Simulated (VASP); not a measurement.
# Sn (Fd-3m) in VASP: settings compared, part 2 of 2

VASP 6.6.1.

**5. Single point, r2SCAN**

POSCAR

```
Sn
1.0
    0.0000000000      3.2333428000      3.2333428000
    3.2333428000      0.0000000000      3.2333428000
    3.2333428000      3.2333428000      0.0000000000
Sn
2
Direct
    0.5000000000      0.5000000000      0.5000000000
    0.7500000000      0.7500000000      0.7500000000
```

INCAR.step1

```
PREC = Accurate ; ENCUT = 550
ISMEAR = 0 ; SIGMA = 0.1
LREAL = False ; LASPH = True
NELM = 120 ; NBANDS = 21
GGA = PE ; ALGO = Normal
EDIFF = 1E-5 ; LWAVE = True
LCHARG = False ; GGA_COMPAT = False
```

INCAR.step2

```
PREC = Accurate ; ENCUT = 550
EDIFF = 1E-6 ; ISMEAR = 0
SIGMA = 0.1 ; LREAL = False
LASPH = True ; NELM = 120
ALGO = Normal ; ISIF = 2
LWAVE = False ; LCHARG = True
METAGGA = R2SCAN ; LMIXTAU = True
LELF = True ; LVHAR = True
NBANDS = 21 ; ISTART = 1
GGA_COMPAT = False
```

KPOINTS

```
Automatic mesh
0
Gamma
  8 8 8
```

Potentials or basis: VASP PAW PBE potentials, release 64 (Sn_d).

Started as:

```sh
$ cat potpaw_PBE.64/Sn_d/POTCAR > POTCAR
$ cp INCAR.step1 INCAR
$ mpirun -np 1 vasp_std > vasp.out
$ cp INCAR.step2 INCAR
$ mpirun -np 1 vasp_std > vasp.out
```

OUTCAR:

```text
PREC = Accurate
   ENCUT = 550
   EDIFF = 1E-6
   ISMEAR = 0
   LREAL = False
   LASPH = True
   NELM = 120
   ISIF = 2
   METAGGA = R2SCAN
   ISTART = 1

 ion  position               nearest neighbor table
   1  0.500  0.500  0.500-   2 2.80   2 2.80   2 2.80   2 2.80
   2  0.750  0.750  0.750-   1 2.80   1 2.80   1 2.80   1 2.80

  LATTYP: Found a face centered cubic cell.
 ALAT       =     6.4666856000

  Lattice vectors:

 A1 = (   0.0000000000,   3.2333428000,   3.2333428000)
 A2 = (   3.2333428000,   0.0000000000,   3.2333428000)
 A3 = (   3.2333428000,   3.2333428000,   0.0000000000)

Analysis of symmetry for initial positions (statically):
=====================================================================
 Subroutine PRICEL returns:
 Original cell was already a primitive cell.

 Routine SETGRP: Setting up the symmetry group for a
 face centered cubic supercell.

 Subroutine GETGRP returns: Found 48 space group operations
 (whereof 24 operations were pure point group operations)
 out of a pool of 48 trial point group operations.

The static configuration has the point symmetry T_d .
 The point group associated with its full space group is O_h .

Analysis of symmetry for dynamics (positions and initial velocities):
=====================================================================
 Subroutine PRICEL returns:
 Original cell was already a primitive cell.

 Routine SETGRP: Setting up the symmetry group for a
 face centered cubic supercell.

 Subroutine GETGRP returns: Found 48 space group operations
 (whereof 24 operations were pure point group operations)
 out of a pool of 48 trial point group operations.

The dynamic configuration has the point symmetry T_d .
 The point group associated with its full space group is O_h .

 Subroutine INISYM returns: Found 48 space group operations
 (whereof 24 operations are pure point group operations),
 and found     1 'primitive' translations

----------------------------------------------------------------------------------------

                                     Primitive cell

  volume of cell :      67.6060

  direct lattice vectors                    reciprocal lattice vectors
     0.000000000  3.233342800  3.233342800    -0.154638723  0.154638723  0.154638723
     3.233342800  0.000000000  3.233342800     0.154638723 -0.154638723  0.154638723
     3.233342800  3.233342800  0.000000000     0.154638723  0.154638723 -0.154638723

  length of vectors
     4.572637240  4.572637240  4.572637240     0.267842124  0.267842124  0.267842124

  position of ions in fractional coordinates (direct lattice)
     0.500000000  0.500000000  0.500000000
     0.750000000  0.750000000  0.750000000

  ion indices of the primitive-cell ions
   primitive index   ion index
                 1           1
                 2           2

----------------------------------------------------------------------------------------

 KPOINTS: Automatic mesh

Automatic generation of k-mesh.
 Grid dimensions read from file:
 generate k-points for:    8    8    8

 Generating k-lattice:

  Cartesian coordinates                     Fractional coordinates (reciprocal lattice)
    -0.019329840  0.019329840  0.019329840     0.125000000  0.000000000  0.000000000
     0.019329840 -0.019329840  0.019329840     0.000000000  0.125000000  0.000000000
     0.019329840  0.019329840 -0.019329840     0.000000000  0.000000000  0.125000000

  Length of vectors
     0.033480266  0.033480266  0.033480266

  Shift w.r.t. Gamma in fractional coordinates (k-lattice)
     0.000000000  0.000000000  0.000000000

 Subroutine IBZKPT returns following result:
 ===========================================

 Found     29 irreducible k-points:

 Following reciprocal coordinates:
            Coordinates               Weight
  0.000000  0.000000  0.000000      1.000000
  0.125000  0.000000  0.000000      8.000000
  0.250000  0.000000  0.000000      8.000000
  0.375000  0.000000  0.000000      8.000000
  0.500000  0.000000  0.000000      4.000000
  0.125000  0.125000  0.000000      6.000000
[... 16 lines left out ...]
  0.500000  0.250000  0.125000     48.000000
 -0.375000  0.250000  0.125000     24.000000
 [... further k-points ...]
   k-points           NKPTS =     29   k-points in BZ     NKDIM =     29   number of bands    NBANDS=     21
   number of dos      NEDOS =    301   number of ions     NIONS =      2
   total plane-waves  NPLWV =  46656
   dimension x,y,z NGX =    36 NGY =   36 NGZ =   36
   dimension x,y,z NGXF=    72 NGYF=   72 NGZF=   72
   ions per type =               2
   NGX,Y,Z   is equivalent  to a cutoff of  13.09, 13.09, 13.09 a.u.
   NGXF,Y,Z  is equivalent  to a cutoff of  26.18, 26.18, 26.18 a.u.
 SYSTEM =  unknown system
   PREC   = accura    normal or accurate (medium, high low for compatibility)
   ISTART =      1    job   : 0-new  1-cont  2-samecut
   ICHARG =      0    charge: 1-file 2-atom 10-const
   ISPIN  =      1    spin polarized calculation?
   LNONCOLLINEAR =      F non collinear calculations
   LSORBIT =      F    spin-orbit coupling
   LASPH  =      T    aspherical Exc in radial PAW
   ENCUT  =  550.0 eV  40.42 Ry    6.36 a.u.   8.74  8.74  8.74*2*pi/ulx,y,z
   NELM   =    120;   NELMIN=  2; NELMDL=  0     # of ELM steps
   EDIFF  = 0.1E-05   stopping-criterion for ELM
   LREAL  =      F    real-space projection
   EDIFFG = 0.1E-04   stopping-criterion for IOM
   NSW    =      0    number of steps for IOM
   IBRION =     -1    ionic relax: 0-MD 1-quasi-New 2-CG
   NFREE  =      0    steps in history (QN), initial steepest desc. (CG)
   ISIF   =      2    stress and relaxation
   ISYM   =      2    0-nonsym 1-usesym 2-fastsym
   POTIM  = 0.5000    time-step for ionic-motion
   TEBEG  =    0.0;   TEEND  =   0.0 temperature during run
   PSTRESS=    0.0 pullay stress
   NELECT =      28.0000    total number of electrons
   NUPDOWN=      -1.0000    fix difference up-down
   EMIN   =  10.00;   EMAX   =-10.00  energy-range for DOS
   EFERMI =   0.00;   METHOD = LEGACY
   ISMEAR =     0;   SIGMA  =   0.10  broadening in eV -4-tet -1-fermi 0-gaus
   EFERMI_NEDOS =   21; number of points for ismear=-14 and -15
   IALGO  =     38    algorithm
   IMIX   =      4    mixing-type and parameters
     AMIX     =   0.40;   BMIX     =  1.00
     AMIX_MAG =   1.60;   BMIX_MAG =  1.00
  volume/ion in A,a.u.               =      33.80       228.11
  Fermi-wavevector in a.u.,A,eV,Ry     =   1.220298  2.306028 20.260793  1.489126
  Thomas-Fermi vector in A             =   2.355520
   LORBIT       =      0    0 simple, 1 ext, 2 COOP (PROOUT), +10 PAW based schemes
   METAGGA = R2SCAN    functional components
   LHFCALC =     F    Hartree Fock is set to
   AEXX    =    0.0000 exact exchange contribution
   IVDW    =     0    specifies the selected vdW correction
   LEPSILON=     F    determine dielectric tensor
   LRPA    =     F    only Hartree local field effects (RPA)
 non-spin polarized calculation
 Gauss-broadening in eV      SIGMA  =   0.10
  energy-cutoff  :      550.00
  volume of cell :       67.61
 maximum number of plane-waves:      2006
   NGX = 17   NGY = 17   NGZ = 17

 number of electron      28.0000008 magnetization

 Free energy of the ion-electron system (eV)
  ---------------------------------------------------
  ext. energy  EPLUGINS =         0.00000000
  ---------------------------------------------------
  free energy    TOTEN  =       -49.46702025 eV

  energy without entropy =      -49.46663504  energy(sigma->0) =      -49.46682765

 E-fermi :   5.7247     XC(G=0):  -9.6417

 val. band max:        5.7012863777   @ k =   0.0000   0.0000   0.0000
 cond. band min:       5.8610360474   @ k =   0.5000   0.0000   0.0000
 fundamental gap:      0.1597496697
 Fermi energy:         5.7246785519

 k-point     1 :       0.0000    0.0000    0.0000
  band No.  band energies     occupation
      1     -16.7299      2.00000
      2     -16.7298      2.00000
      3     -16.7298      2.00000
      4     -16.6616      2.00000
      5     -16.6616      2.00000
      6     -16.3283      2.00000
[... 13 lines left out ...]
     20      13.9796      0.00000
     21      13.9796      0.00000
[... 529 lines left out ...]
 k-point    24 :      -0.3750    0.2500    0.1250
  band No.  band energies     occupation
      1     -16.8022      2.00000
      2     -16.7839      2.00000
      3     -16.6509      2.00000
      4     -16.5636      2.00000
      5     -16.5437      2.00000
      6     -16.4589      2.00000
[... 13 lines left out ...]
     20      14.7136      0.00000
     21      15.2820      0.00000

 [... further k-points ...]

------------------------ aborting loop because EDIFF is reached ----------------------------------------

  FORCE on cell =-STRESS in cart. coord.  units (eV):
  Direction    XX          YY          ZZ          XY          YZ          ZX
  --------------------------------------------------------------------------------------
  -------------------------------------------------------------------------------------
  Total        0.9187671      0.9187671      0.9187671      0.0000000      0.0000000      0.0000000
  in kB       21.7736258     21.7736258     21.7736258      0.0000000      0.0000000      0.0000000
  external PRESSURE =      21.7736258 kB  Pullay stress =       0.0000000 kB

 VOLUME and BASIS-vectors are now :
 -----------------------------------------------------------------------------
  energy-cutoff  :      550.00
  volume of cell :       67.61
      direct lattice vectors                 reciprocal lattice vectors
     0.000000000  3.233342800  3.233342800    -0.154638723  0.154638723  0.154638723
     3.233342800  0.000000000  3.233342800     0.154638723 -0.154638723  0.154638723
     3.233342800  3.233342800  0.000000000     0.154638723  0.154638723 -0.154638723

 POSITION                                       TOTAL-FORCE (eV/Angst)
 -----------------------------------------------------------------------------------
      3.23334      3.23334      3.23334         0.000000      0.000000      0.000000
      4.85001      4.85001      4.85001        -0.000000     -0.000000     -0.000000
 -----------------------------------------------------------------------------------
    total drift:                                0.000000      0.000000      0.000000

  FREE ENERGIE OF THE ION-ELECTRON SYSTEM (eV)
  ---------------------------------------------------
  free  energy   TOTEN  =       -49.4670202528 eV

  energy  without entropy=      -49.4666350411  energy(sigma->0) =      -49.46682765
```

It took 2.5 min on 1 thread of AMD EPYC 7R43 (Zen 3), shared host; peak memory 0.19 GiB.

What came out:

```
Free energy            : -49.4670 eV
Pressure               : 2.2 GPa
Band gap on the k mesh : zero (filled and empty bands touch)
```

Caveat: the PAW data sets were made with another functional, which shifts forces and pressure a little; spin-orbit coupling is left out, which moves the levels of the heavy elements.

**6. Overview**

| level | cutoff (eV) | gap on the mesh (eV) | pressure (GPa) |
| --- | --- | --- | --- |
| PBE | 500 | none | 3.8 |
| BLYP | 500 | none | 6.5 |
| revPBE | 500 | none | 4.8 |
| r2SCAN | 550 | none | 2.2 |

Alike in all rows: task single point; potentials or basis VASP PAW PBE potentials, release 64 (Sn_d); no spin polarisation; cell as given; k mesh 8 × 8 × 8; smearing gaussian 0.1 eV.

The pressure there spans 2.2 GPa (r2SCAN) to 6.5 GPa (BLYP); a positive pressure means that this level wants a larger cell, a negative one a smaller.

Caveats: spin-orbit coupling is left out, which moves the levels of the heavy elements; the cell stands under pressure (at least some runs); the PAW data sets were made with another functional, which shifts forces and pressure a little (at least some runs).

Absolute energies hang on the potentials; compare differences alone.
